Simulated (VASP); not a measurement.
Runs of VASP 6.6.1 on CdSe. The structure is that of space group I-4m2 (No. 119), or close to it. The cells are those of the table. 

```csv
level,cell,k mesh,smearing,gap on the mesh (eV),pressure (GPa)
PBE,"a = 4.376, b = 4.376, c = 4.165 Å, angles 61.6, 61.6, 56.8°, 2 atoms",4 × 4 × 4,gaussian 0.01 eV,0.46,3.3
r2SCAN,"a = 4.365, b = 4.365, c = 4.208 Å, angles 61.2, 61.2, 57.6°, 2 atoms",8 × 8 × 8,gaussian 0.01 eV,0.98,(a)
r2SCAN,"a = 4.305, b = 4.305, c = 4.469 Å, angles 58.7, 58.7, 62.5°, 2 atoms",8 × 8 × 8,gaussian 0.01 eV,0.85,(b)
PBE,"a = 4.376, b = 4.376, c = 4.165 Å, angles 61.6, 61.6, 56.8°, 2 atoms",8 × 8 × 8,fermi-dirac 0.02 eV,0.47,3.1
r2SCAN,"a = 4.316, b = 4.316, c = 4.425 Å, angles 59.2, 59.2, 61.7°, 2 atoms",8 × 8 × 8,gaussian 0.01 eV,0.91,-0.3
```

Alike in all rows: task single point; potentials or basis VASP PAW PBE potentials, release 64 (Cd, Se); no spin polarisation; cutoff (eV) 520.

Estimate the missing entries.

(a) 1.2; (b) -0.5.

Caveats: some runs use coarse meshes; the PAW data sets were made with another functional, which shifts forces and pressure a little (some runs).

A k mesh can miss the band edges, and the runs leave out spin-orbit coupling on Cd, Se.
